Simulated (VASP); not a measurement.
# Pb (Fd-3m) in VASP: a series of runs, part 3 of 3

VASP 6.6.1.

## 5. Relaxation of cell and atoms, PBEsol, target pressure 20 GPa, at which the enthalpy is minimised

Input file INCAR:

```
SYSTEM = Pb
ALGO = Normal ; EDIFF = 1E-6
EDIFFG = -0.005 ; ENCUT = 600
GGA = PS ; IBRION = 2
ISIF = 3 ; ISMEAR = -1
LASPH = .True. ; LCHARG = .False.
LREAL = .False. ; LWAVE = .False.
NELM = 100 ; NSW = 80
PREC = Accurate ; PSTRESS = 200.0
SIGMA = 0.05
```

Input file KPOINTS:

```
k-points
0
Gamma
  7 7 7
  0 0 0
```

Input file POSCAR:

```
Pb
1.0
    0.0000000000      3.4390000555      3.4390000555
    3.4390000555      0.0000000000      3.4390000555
    3.4390000555      3.4390000555      0.0000000000
Pb
2
Direct
    0.2500000000      0.2500000000      0.2500000000
    0.0000000000      0.0000000000      0.0000000000
```

Potentials or basis: VASP PAW PBE potentials, release 64 (Pb_d).

On the command line:

```console
> cat potpaw_PBE.64/Pb_d/POTCAR > POTCAR
> mpirun -np 1 vasp_std > vasp.out
```

OUTCAR:

```text
SYSTEM = Pb
   EDIFF = 1E-6
   EDIFFG = -0.005
   ENCUT = 600
   GGA = PS
   IBRION = 2
   ISIF = 3
   ISMEAR = -1
   LASPH = .True.
   LREAL = .False.
   NELM = 100
   NSW = 80
   PREC = Accurate
   PSTRESS = 200.0

 ion  position               nearest neighbor table
   1  0.250  0.250  0.250-   2 2.98   2 2.98   2 2.98   2 2.98
   2  0.000  0.000  0.000-   1 2.98   1 2.98   1 2.98   1 2.98

  LATTYP: Found a face centered cubic cell.
 ALAT       =     6.8780001110

  Lattice vectors:

 A1 = (   0.0000000000,   3.4390000555,   3.4390000555)
 A2 = (   3.4390000555,   0.0000000000,   3.4390000555)
 A3 = (   3.4390000555,   3.4390000555,   0.0000000000)

Analysis of symmetry for initial positions (statically):
=====================================================================
 Subroutine PRICEL returns:
 Original cell was already a primitive cell.

 Routine SETGRP: Setting up the symmetry group for a
 face centered cubic supercell.

 Subroutine GETGRP returns: Found 48 space group operations
 (whereof 24 operations were pure point group operations)
 out of a pool of 48 trial point group operations.

The static configuration has the point symmetry T_d .
 The point group associated with its full space group is O_h .

Analysis of symmetry for dynamics (positions and initial velocities):
=====================================================================
 Subroutine PRICEL returns:
 Original cell was already a primitive cell.

 Routine SETGRP: Setting up the symmetry group for a
 face centered cubic supercell.

 Subroutine GETGRP returns: Found 48 space group operations
 (whereof 24 operations were pure point group operations)
 out of a pool of 48 trial point group operations.

The dynamic configuration has the point symmetry T_d .
 The point group associated with its full space group is O_h .

 Subroutine INISYM returns: Found 48 space group operations
 (whereof 24 operations are pure point group operations),
 and found     1 'primitive' translations

----------------------------------------------------------------------------------------

                                     Primitive cell

  volume of cell :      81.3442

  direct lattice vectors                    reciprocal lattice vectors
     0.000000000  3.439000056  3.439000056    -0.145391100  0.145391100  0.145391100
     3.439000056  0.000000000  3.439000056     0.145391100 -0.145391100  0.145391100
     3.439000056  3.439000056  0.000000000     0.145391100  0.145391100 -0.145391100

  length of vectors
     4.863480519  4.863480519  4.863480519     0.251824772  0.251824772  0.251824772

  position of ions in fractional coordinates (direct lattice)
     0.250000000  0.250000000  0.250000000
     0.000000000  0.000000000  0.000000000

  ion indices of the primitive-cell ions
   primitive index   ion index
                 1           1
                 2           2

----------------------------------------------------------------------------------------

 KPOINTS: k-points

Automatic generation of k-mesh.
 Grid dimensions read from file:
 generate k-points for:    7    7    7

 Generating k-lattice:

  Cartesian coordinates                     Fractional coordinates (reciprocal lattice)
    -0.020770157  0.020770157  0.020770157     0.142857143  0.000000000  0.000000000
     0.020770157 -0.020770157  0.020770157     0.000000000  0.142857143  0.000000000
     0.020770157  0.020770157 -0.020770157     0.000000000  0.000000000  0.142857143

  Length of vectors
     0.035974967  0.035974967  0.035974967

  Shift w.r.t. Gamma in fractional coordinates (k-lattice)
     0.000000000  0.000000000  0.000000000

 Subroutine IBZKPT returns following result:
 ===========================================

 Found     20 irreducible k-points:

 Following reciprocal coordinates:
            Coordinates               Weight
  0.000000  0.000000  0.000000      1.000000
  0.142857  0.000000  0.000000      8.000000
  0.285714  0.000000  0.000000      8.000000
  0.428571  0.000000  0.000000      8.000000
  0.142857  0.142857  0.000000      6.000000
  0.285714  0.142857  0.000000     24.000000
[... 12 lines left out ...]
 -0.428571  0.428571  0.142857     24.000000
 -0.285714  0.428571  0.142857     24.000000
   k-points           NKPTS =     20   k-points in BZ     NKDIM =     20   number of bands    NBANDS=     18
   number of dos      NEDOS =    301   number of ions     NIONS =      2
   total plane-waves  NPLWV =  64000
   dimension x,y,z NGX =    40 NGY =   40 NGZ =   40
   dimension x,y,z NGXF=    80 NGYF=   80 NGZF=   80
   ions per type =               2
   NGX,Y,Z   is equivalent  to a cutoff of  13.67, 13.67, 13.67 a.u.
   NGXF,Y,Z  is equivalent  to a cutoff of  27.35, 27.35, 27.35 a.u.
 SYSTEM =  Pb
   PREC   = accura    normal or accurate (medium, high low for compatibility)
   ISTART =      0    job   : 0-new  1-cont  2-samecut
   ICHARG =      2    charge: 1-file 2-atom 10-const
   ISPIN  =      1    spin polarized calculation?
   LNONCOLLINEAR =      F non collinear calculations
   LSORBIT =      F    spin-orbit coupling
   LASPH  =      T    aspherical Exc in radial PAW
   ENCUT  =  600.0 eV  44.10 Ry    6.64 a.u.   9.71  9.71  9.71*2*pi/ulx,y,z
   NELM   =    100;   NELMIN=  2; NELMDL= -5     # of ELM steps
   EDIFF  = 0.1E-05   stopping-criterion for ELM
   LREAL  =      F    real-space projection
   EDIFFG = -.5E-02   stopping-criterion for IOM
   NSW    =     80    number of steps for IOM
   IBRION =      2    ionic relax: 0-MD 1-quasi-New 2-CG
   NFREE  =      1    steps in history (QN), initial steepest desc. (CG)
   ISIF   =      3    stress and relaxation
   ISYM   =      2    0-nonsym 1-usesym 2-fastsym
   POTIM  = 0.5000    time-step for ionic-motion
   TEBEG  =    0.0;   TEEND  =   0.0 temperature during run
   PSTRESS=  200.0 pullay stress
   NELECT =      28.0000    total number of electrons
   NUPDOWN=      -1.0000    fix difference up-down
   EMIN   =  10.00;   EMAX   =-10.00  energy-range for DOS
   EFERMI =   0.00;   METHOD = LEGACY
   ISMEAR =    -1;   SIGMA  =   0.05  broadening in eV -4-tet -1-fermi 0-gaus
   EFERMI_NEDOS =   21; number of points for ismear=-14 and -15
   IALGO  =     38    algorithm
   IMIX   =      4    mixing-type and parameters
     AMIX     =   0.40;   BMIX     =  1.00
     AMIX_MAG =   1.60;   BMIX_MAG =  1.00
  volume/ion in A,a.u.               =      40.67       274.47
  Fermi-wavevector in a.u.,A,eV,Ry     =   1.147322  2.168124 17.909999  1.316348
  Thomas-Fermi vector in A             =   2.284002
   LORBIT       =      0    0 simple, 1 ext, 2 COOP (PROOUT), +10 PAW based schemes
   GGA     = PS    functional components
   LHFCALC =     F    Hartree Fock is set to
   AEXX    =    0.0000 exact exchange contribution
   IVDW    =     0    specifies the selected vdW correction
   LEPSILON=     F    determine dielectric tensor
   LRPA    =     F    only Hartree local field effects (RPA)
 conjugate gradient relaxation of ions
 non-spin polarized calculation
  energy-cutoff  :      600.00
  volume of cell :       81.34
 maximum number of plane-waves:      2734
   NGX = 19   NGY = 19   NGZ = 19

--------------------------------------- Ionic step        1  -------------------------------------------

 number of electron      28.0000004 magnetization

 Free energy of the ion-electron system (eV)
  ---------------------------------------------------
  ext. energy  EPLUGINS =         0.00000000
  ---------------------------------------------------
  free energy    TOTEN  =        -7.34929801 eV

  energy without entropy =       -7.34318997  energy(sigma->0) =       -7.34624399

 E-fermi :   4.1659     XC(G=0):  -8.6175

 val. band max:        4.1353855617   @ k =  -0.1429   0.1429   0.0000
 cond. band min:       4.1836139741   @ k =   0.1429   0.0000   0.0000
 fundamental gap:      0.0482284124
 Fermi energy:         4.1658881923

 k-point     1 :       0.0000    0.0000    0.0000
  band No.  band energies     occupation
      1     -12.9636      2.00000
      2     -12.9636      2.00000
      3     -12.9636      2.00000
      4     -12.8855      2.00000
      5     -12.8855      2.00000
      6     -12.4528      2.00000
[... 446 lines left out ...]
--------------------------------------- Ionic step        2  -------------------------------------------

 number of electron      28.0000000 magnetization

 E-fermi :  16.6629     XC(G=0): -12.8249

 val. band max:       16.5744927598   @ k =  -0.4286   0.4286   0.0000
 cond. band min:      16.6736919526   @ k =   0.4286   0.4286   0.0000
 fundamental gap:      0.0991991927
 Fermi energy:        16.6629303797

 k-point     1 :       0.0000    0.0000    0.0000
  band No.  band energies     occupation
      1      -5.8635      2.00000
      2      -5.8635      2.00000
      3      -5.8635      2.00000
      4      -5.6497      2.00000
      5      -5.6497      2.00000
      6      -3.1250      2.00000
[... 480 lines left out ...]
  energy  without entropy=       -6.6223288200  energy(sigma->0) =       -6.62474223

  enthalpy is  TOTEN    =         1.2559312754 eV   P V=        7.8830869103

[... ionic steps 4 to 12 ...]

--------------------------------------- Ionic step       13  -------------------------------------------

 number of electron      27.9999998 magnetization

------------------------ aborting loop because EDIFF is reached ----------------------------------------
[... 71 lines left out ...]
--------------------------------------- Ionic step       15  -------------------------------------------

 number of electron      27.9999997 magnetization

 Free energy of the ion-electron system (eV)
  ---------------------------------------------------
  ext. energy  EPLUGINS =         0.00000000
  ---------------------------------------------------
  free energy    TOTEN  =        -6.33552060 eV

  energy without entropy =       -6.33094788  energy(sigma->0) =       -6.33323424

 E-fermi :   7.3744     XC(G=0):  -9.9739

 val. band max:        7.3011487943   @ k =  -0.1429   0.1429   0.0000
 cond. band min:       7.4275828778   @ k =   0.1429   0.0000   0.0000
 fundamental gap:      0.1264340835
 Fermi energy:         7.3744062802

 k-point     1 :       0.0000    0.0000    0.0000
  band No.  band energies     occupation
      1     -10.7258      2.00000
      2     -10.7258      2.00000
      3     -10.7258      2.00000
      4     -10.5873      2.00000
      5     -10.5873      2.00000
      6      -9.7091      2.00000
[... 442 lines left out ...]
  energy  without entropy=       -6.3309478809  energy(sigma->0) =       -6.33323424

  enthalpy is  TOTEN    =         1.2179649963 eV   P V=        7.5534855948

 reached required accuracy - stopping structural energy minimisation
```

CONTCAR:

```text
Pb
   1.00000000000000
     0.0000000000000000    3.1160135111771017    3.1160135111771017
     3.1160135111771017    0.0000000000000000    3.1160135111771017
     3.1160135111771017    3.1160135111771017   -0.0000000000000000
  Pb
     2
Direct
     0.2500000000000000    0.2500000000000000    0.2500000000000000
     0.0000000000000000    0.0000000000000000    0.0000000000000000

  0.00000000E+00  0.00000000E+00  0.00000000E+00
  0.00000000E+00  0.00000000E+00  0.00000000E+00
```

Run time: 5.1 min. Hardware: 1 thread of AMD EPYC 7R43 (Zen 3), shared host; peak memory 0.21 GiB.

Results:

* Free energy: -6.3355 eV
* Relaxed volume: 30.26 Å³/atom
* Relaxed cell: a = 4.407 Å, b = 4.407 Å, c = 4.407 Å, α = 60.00°, β = 60.00°, γ = 60.00°
* Space group after relaxing (to 0.05 Å): Fd-3m (No. 227)
* Energy change on relaxing (the enthalpy is what falls): +506.9 meV/atom
* Ionic steps: 15
* Pressure after relaxing: 20.0 GPa
* Band gap on the k mesh: zero (band 14 reaches 7.96 eV, above the bottom of band 15 at 6.68 eV)

The path:
```tsv
step	energy change (eV)	largest force (eV/Å)	pressure (GPa)	volume (Å³)
1	0.0000	0.0000	0.44	81.34
2	12.6727	0.0000	196.52	35.78
3	0.7221	0.0000	15.56	63.15
4	0.8652	0.0000	17.79	61.77
5	1.0136	0.0000	20.05	60.51
6	0.9674	0.0000	19.32	60.89
7	0.9705	0.0000	19.34	60.86
8	0.9799	0.0000	19.50	60.79
9	0.9800	0.0000	19.49	60.78
10	0.9806	0.0000	19.52	60.78
11	0.9816	0.0000	19.52	60.77
12	0.9837	0.0000	19.54	60.75
13	0.9880	0.0000	19.60	60.72
14	0.9965	0.0000	19.75	60.65
15	1.0138	0.0000	20.00	60.51
```

Final structure:
```cif
data_structure
_symmetry_space_group_name_H-M 'P 1'
_symmetry_Int_Tables_number 1
_cell_length_a 4.4067
_cell_length_b 4.4067
_cell_length_c 4.4067
_cell_angle_alpha 60.000
_cell_angle_beta 60.000
_cell_angle_gamma 60.000
_cell_volume 60.51
loop_
_atom_site_label
_atom_site_type_symbol
_atom_site_fract_x
_atom_site_fract_y
_atom_site_fract_z
_atom_site_occupancy
Pb1 Pb 0.25000 0.25000 0.25000 1
Pb2 Pb 0.00000 0.00000 0.00000 1
```

Levels at points of the mesh, in eV from the Fermi level:
```tsv
k point	band 12	band 13	band 14	band 15	band 16	band 17
(0.00, 0.00, 0.00)	-2.15	0.59	0.59	0.59	2.59	2.59
```

Caveat: the cell is relaxed towards a set pressure, so the enthalpy falls and the energy may rise; the volume moved by over 15 % at a fixed basis, so the end points are rough; the PAW data sets were made with another functional, which shifts forces and pressure a little; spin-orbit coupling is left out, which moves the levels of the heavy elements.

## 6. The runs side by side

| cell | gap on the mesh (eV) | pressure (GPa) |
| --- | --- | --- |
| relaxed | none | 0.0 |
| relaxed to 5 GPa | none | 5.0 |
| relaxed to 10 GPa | none | 10.0 |
| relaxed to 20 GPa | none | 20.0 |

Alike in all rows: task relaxation of cell and atoms; level PBEsol; potentials or basis VASP PAW PBE potentials, release 64 (Pb_d); no spin polarisation; k mesh 7 × 7 × 7; cutoff (eV) 600; smearing fermi-dirac 0.05 eV.

Caveats: the PAW data sets were made with another functional, which shifts forces and pressure a little; spin-orbit coupling is left out, which moves the levels of the heavy elements; the cell is relaxed towards a set pressure, so the enthalpy falls and the energy may rise (some runs); the volume moved by over 15 % at a fixed basis, so the end points are rough (some runs).

Total energies depend on the potentials used, so only differences within one code and one set of settings carry meaning.
